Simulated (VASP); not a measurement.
# C (Fd-3m) in VASP: single point with r2SCAN

Aim: the single point of C with r2SCAN.

Program: VASP 6.6.1. These are calculated values, not measurements. Logs are shortened: lines on timing, memory, paths and dates and some standing lists are left out, and cuts for length are marked.

## (1) The cell of the first run

The structure is cubic, space group Fd-3m (No. 227). Conventional cell: a = 3.560 Å, b = 3.560 Å, c = 3.560 Å, α = 90.00°, β = 90.00°, γ = 90.00°. Within 2.1 Å of C (site symmetry -43m) lie 4 C at 1.54 Å.

## (2) Single point, r2SCAN

POSCAR

```
C
1.0
    0.0000000000      1.7801423691      1.7801423691
    1.7801423691      0.0000000000      1.7801423691
    1.7801423691      1.7801423691      0.0000000000
C
2
Direct
    0.0000000000      0.0000000000      0.0000000000
    0.2500000000      0.2500000000      0.2500000000
```

INCAR.step1

```
SYSTEM = C
PREC = Accurate ; ENCUT = 1430
ISMEAR = 0 ; SIGMA = 0.01
LREAL = .FALSE. ; LASPH = .TRUE.
NELM = 120 ; NBANDS = 11
GGA = PE ; ALGO = Normal
EDIFF = 1E-5 ; LWAVE = .TRUE.
LCHARG = .FALSE. ; GGA_COMPAT = .FALSE.
```

INCAR.step2

```
SYSTEM = C
PREC = Accurate ; ENCUT = 1430
EDIFF = 1E-6 ; ISMEAR = 0
SIGMA = 0.01 ; LREAL = .FALSE.
LASPH = .TRUE. ; NELM = 120
ALGO = Normal ; ISIF = 2
LWAVE = .FALSE. ; LCHARG = .FALSE.
METAGGA = R2SCAN ; LMIXTAU = .TRUE.
NBANDS = 11 ; ISTART = 1
GGA_COMPAT = .FALSE.
```

KPOINTS

```
regular mesh
0
G
  10 10 10
  0 0 0
```

Potentials or basis: VASP PAW PBE potentials, release 64 (C_h).

On the command line:

```sh
$ cat potpaw_PBE.64/C_h/POTCAR > POTCAR
$ cp INCAR.step1 INCAR
$ mpirun -np 1 vasp_std > vasp.out
$ cp INCAR.step2 INCAR
$ mpirun -np 1 vasp_std > vasp.out
```

OUTCAR:

```text
SYSTEM = C
   PREC = Accurate
   ENCUT = 1430
   EDIFF = 1E-6
   ISMEAR = 0
   LREAL = .FALSE.
   LASPH = .TRUE.
   NELM = 120
   ISIF = 2
   METAGGA = R2SCAN
   ISTART = 1

 ion  position               nearest neighbor table
   1  0.000  0.000  0.000-
   2  0.250  0.250  0.250-

  LATTYP: Found a face centered cubic cell.
 ALAT       =     3.5602847382

  Lattice vectors:

 A1 = (   0.0000000000,   1.7801423691,   1.7801423691)
 A2 = (   1.7801423691,   0.0000000000,   1.7801423691)
 A3 = (   1.7801423691,   1.7801423691,   0.0000000000)

Analysis of symmetry for initial positions (statically):
=====================================================================
 Subroutine PRICEL returns:
 Original cell was already a primitive cell.

 Routine SETGRP: Setting up the symmetry group for a
 face centered cubic supercell.

 Subroutine GETGRP returns: Found 48 space group operations
 (whereof 24 operations were pure point group operations)
 out of a pool of 48 trial point group operations.

The static configuration has the point symmetry T_d .
 The point group associated with its full space group is O_h .

Analysis of symmetry for dynamics (positions and initial velocities):
=====================================================================
 Subroutine PRICEL returns:
 Original cell was already a primitive cell.

 Routine SETGRP: Setting up the symmetry group for a
 face centered cubic supercell.

 Subroutine GETGRP returns: Found 48 space group operations
 (whereof 24 operations were pure point group operations)
 out of a pool of 48 trial point group operations.

The dynamic configuration has the point symmetry T_d .
 The point group associated with its full space group is O_h .

 Subroutine INISYM returns: Found 48 space group operations
 (whereof 24 operations are pure point group operations),
 and found     1 'primitive' translations

----------------------------------------------------------------------------------------

                                     Primitive cell

  volume of cell :      11.2822

  direct lattice vectors                    reciprocal lattice vectors
     0.000000000  1.780142369  1.780142369    -0.280876411  0.280876411  0.280876411
     1.780142369  0.000000000  1.780142369     0.280876411 -0.280876411  0.280876411
     1.780142369  1.780142369  0.000000000     0.280876411  0.280876411 -0.280876411

  length of vectors
     2.517501481  2.517501481  2.517501481     0.486492215  0.486492215  0.486492215

  position of ions in fractional coordinates (direct lattice)
     0.000000000  0.000000000  0.000000000
     0.250000000  0.250000000  0.250000000

  ion indices of the primitive-cell ions
   primitive index   ion index
                 1           1
                 2           2

----------------------------------------------------------------------------------------

 KPOINTS: regular mesh

Automatic generation of k-mesh.
 Grid dimensions read from file:
 generate k-points for:   10   10   10

 Generating k-lattice:

  Cartesian coordinates                     Fractional coordinates (reciprocal lattice)
    -0.028087641  0.028087641  0.028087641     0.100000000  0.000000000  0.000000000
     0.028087641 -0.028087641  0.028087641     0.000000000  0.100000000  0.000000000
     0.028087641  0.028087641 -0.028087641     0.000000000  0.000000000  0.100000000

  Length of vectors
     0.048649221  0.048649221  0.048649221

  Shift w.r.t. Gamma in fractional coordinates (k-lattice)
     0.000000000  0.000000000  0.000000000

 Subroutine IBZKPT returns following result:
 ===========================================

 Found     47 irreducible k-points:

 Following reciprocal coordinates:
            Coordinates               Weight
  0.000000  0.000000  0.000000      1.000000
  0.100000  0.000000  0.000000      8.000000
  0.200000  0.000000  0.000000      8.000000
  0.300000  0.000000  0.000000      8.000000
  0.400000  0.000000  0.000000      8.000000
  0.500000  0.000000  0.000000      4.000000
[... 16 lines left out ...]
  0.300000  0.300000  0.000000      6.000000
  0.400000  0.300000  0.000000     24.000000
 [... further k-points ...]
   k-points           NKPTS =     47   k-points in BZ     NKDIM =     47   number of bands    NBANDS=     11
   number of dos      NEDOS =    301   number of ions     NIONS =      2
   total plane-waves  NPLWV =  32768
   dimension x,y,z NGX =    32 NGY =   32 NGZ =   32
   dimension x,y,z NGXF=    64 NGYF=   64 NGZF=   64
   ions per type =               2
   NGX,Y,Z   is equivalent  to a cutoff of  21.13, 21.13, 21.13 a.u.
   NGXF,Y,Z  is equivalent  to a cutoff of  42.26, 42.26, 42.26 a.u.
 SYSTEM =  C
   PREC   = accura    normal or accurate (medium, high low for compatibility)
   ISTART =      1    job   : 0-new  1-cont  2-samecut
   ICHARG =      0    charge: 1-file 2-atom 10-const
   ISPIN  =      1    spin polarized calculation?
   LNONCOLLINEAR =      F non collinear calculations
   LSORBIT =      F    spin-orbit coupling
   LASPH  =      T    aspherical Exc in radial PAW
   ENCUT  = 1430.0 eV 105.10 Ry   10.25 a.u.   7.76  7.76  7.76*2*pi/ulx,y,z
   NELM   =    120;   NELMIN=  2; NELMDL=  0     # of ELM steps
   EDIFF  = 0.1E-05   stopping-criterion for ELM
   LREAL  =      F    real-space projection
[... 7 lines left out ...]
   TEBEG  =    0.0;   TEEND  =   0.0 temperature during run
   PSTRESS=    0.0 pullay stress
   NELECT =       8.0000    total number of electrons
   NUPDOWN=      -1.0000    fix difference up-down
   EMIN   =  10.00;   EMAX   =-10.00  energy-range for DOS
   EFERMI =   0.00;   METHOD = LEGACY
   ISMEAR =     0;   SIGMA  =   0.01  broadening in eV -4-tet -1-fermi 0-gaus
   EFERMI_NEDOS =   21; number of points for ismear=-14 and -15
   IALGO  =     38    algorithm
   IMIX   =      4    mixing-type and parameters
     AMIX     =   0.40;   BMIX     =  1.00
     AMIX_MAG =   1.60;   BMIX_MAG =  1.00
  volume/ion in A,a.u.               =       5.64        38.07
  Fermi-wavevector in a.u.,A,eV,Ry     =   1.459845  2.758707 28.996023  2.131148
  Thomas-Fermi vector in A             =   2.576364
   LORBIT       =      0    0 simple, 1 ext, 2 COOP (PROOUT), +10 PAW based schemes
   METAGGA = R2SCAN    functional components
   LHFCALC =     F    Hartree Fock is set to
   AEXX    =    0.0000 exact exchange contribution
   IVDW    =     0    specifies the selected vdW correction
   LEPSILON=     F    determine dielectric tensor
   LRPA    =     F    only Hartree local field effects (RPA)
 non-spin polarized calculation
 Gauss-broadening in eV      SIGMA  =   0.01
  energy-cutoff  :     1430.00
  volume of cell :       11.28
 maximum number of plane-waves:      1411
   NGX = 15   NGY = 15   NGZ = 15

 number of electron       8.0000000 magnetization

 Free energy of the ion-electron system (eV)
  ---------------------------------------------------
  ext. energy  EPLUGINS =         0.00000000
  ---------------------------------------------------
  free energy    TOTEN  =       -19.72253859 eV

  energy without entropy =      -19.72253859  energy(sigma->0) =      -19.72253859

 E-fermi :  11.1007     XC(G=0): -14.2997

 val. band max:       10.9932199607   @ k =   0.0000   0.0000   0.0000
 cond. band min:      15.4023694682   @ k =   0.4000   0.4000   0.0000
 fundamental gap:      4.4091495076
 Fermi energy:        11.1006923741

 k-point     1 :       0.0000    0.0000    0.0000
  band No.  band energies     occupation
      1     -11.7510      2.00000
      2      10.9932      2.00000
      3      10.9932      2.00000
      4      10.9932      2.00000
      5      16.8877      0.00000
      6      16.8877      0.00000
      7      16.8877      0.00000
      8      24.9762      0.00000
      9      31.4678      0.00000
     10      38.4054      0.00000
     11      38.4054      0.00000

 k-point     2 :       0.1000    0.0000    0.0000
  band No.  band energies     occupation
      1     -11.4609      2.00000
      2       9.1975      2.00000
      3      10.5164      2.00000
      4      10.5164      2.00000
      5      17.5161      0.00000
      6      17.5161      0.00000
      7      17.8991      0.00000
      8      25.2626      0.00000
      9      31.9488      0.00000
     10      35.9561      0.00000
     11      35.9561      0.00000

 k-point     3 :       0.2000    0.0000    0.0000
  band No.  band energies     occupation
      1     -10.5965      2.00000
      2       5.7895      2.00000
      3       9.5830      2.00000
      4       9.5830      2.00000
      5      18.7243      0.00000
      6      18.7243      0.00000
      7      19.1538      0.00000
      8      26.0563      0.00000
      9      32.7675      0.00000
     10      34.4012      0.00000
     11      34.4012      0.00000

 k-point     4 :       0.3000    0.0000    0.0000
  band No.  band energies     occupation
      1      -9.1804      2.00000
      2       2.1976      2.00000
      3       8.7420      2.00000
      4       8.7420      2.00000
      5      19.5954      0.00000
      6      19.5954      0.00000
      7      19.8341      0.00000
      8      27.0108      0.00000
      9      33.0947      0.00000
     10      34.7307      0.00000
     11      34.7307      0.00000
[... 239 lines left out ...]
 k-point    22 :      -0.2000    0.2000    0.0000
  band No.  band energies     occupation
      1      -8.7107      2.00000
      2       3.5351      2.00000
      3       4.6422      2.00000
      4       8.8786      2.00000
      5      19.9788      0.00000
      6      20.0492      0.00000
      7      22.1346      0.00000
      8      25.4634      0.00000
      9      31.8610      0.00000
     10      33.3209      0.00000
     11      36.3098      0.00000

 k-point    23 :       0.3000    0.3000    0.0000
  band No.  band energies     occupation
      1      -8.3219      2.00000
      2       4.4483      2.00000
      3       5.8097      2.00000
      4       5.8097      2.00000
      5      15.4639      0.00000
      6      20.1476      0.00000
      7      24.9563      0.00000
      8      24.9563      0.00000
      9      32.9914      0.00000
     10      35.3479      0.00000
     11      42.8327      0.00000

 k-point    24 :       0.4000    0.3000    0.0000
  band No.  band energies     occupation
      1      -6.9411      2.00000
      2       2.3564      2.00000
      3       4.6593      2.00000
      4       5.3120      2.00000
      5      16.0564      0.00000
      6      19.4634      0.00000
      7      26.0150      0.00000
      8      26.0630      0.00000
      9      34.0490      0.00000
     10      35.3785      0.00000
     11      43.0941      0.00000

 [... further k-points ...]

------------------------ aborting loop because EDIFF is reached ----------------------------------------

  FORCE on cell =-STRESS in cart. coord.  units (eV):
  Direction    XX          YY          ZZ          XY          YZ          ZX
  --------------------------------------------------------------------------------------
  -------------------------------------------------------------------------------------
  Total       -0.0443684     -0.0443684     -0.0443684      0.0000000      0.0000000     -0.0000000
  in kB       -6.3007232     -6.3007232     -6.3007232      0.0000000      0.0000000     -0.0000000
  external PRESSURE =      -6.3007232 kB  Pullay stress =       0.0000000 kB

 VOLUME and BASIS-vectors are now :
 -----------------------------------------------------------------------------
  energy-cutoff  :     1430.00
  volume of cell :       11.28
      direct lattice vectors                 reciprocal lattice vectors
     0.000000000  1.780142369  1.780142369    -0.280876411  0.280876411  0.280876411
     1.780142369  0.000000000  1.780142369     0.280876411 -0.280876411  0.280876411
     1.780142369  1.780142369  0.000000000     0.280876411  0.280876411 -0.280876411

 POSITION                                       TOTAL-FORCE (eV/Angst)
 -----------------------------------------------------------------------------------
      0.00000      0.00000      0.00000         0.000000      0.000000     -0.000000
      0.89007      0.89007      0.89007        -0.000000     -0.000000      0.000000
 -----------------------------------------------------------------------------------
    total drift:                               -0.000000      0.000000      0.000000

  FREE ENERGIE OF THE ION-ELECTRON SYSTEM (eV)
  ---------------------------------------------------
  free  energy   TOTEN  =       -19.7225385926 eV

  energy  without entropy=      -19.7225385926  energy(sigma->0) =      -19.72253859
```

Run time: 25 s. Hardware: 1 thread of Intel Xeon 6975P-C (Granite Rapids), shared host; peak memory 0.18 GiB.

What came out:

```
Free energy            : -19.7225 eV
Pressure               : -0.6 GPa
Band gap on the k mesh : 4.41 eV (least direct gap 5.89 eV)
```

Caveat: the PAW data sets were made with another functional, which shifts forces and pressure a little.
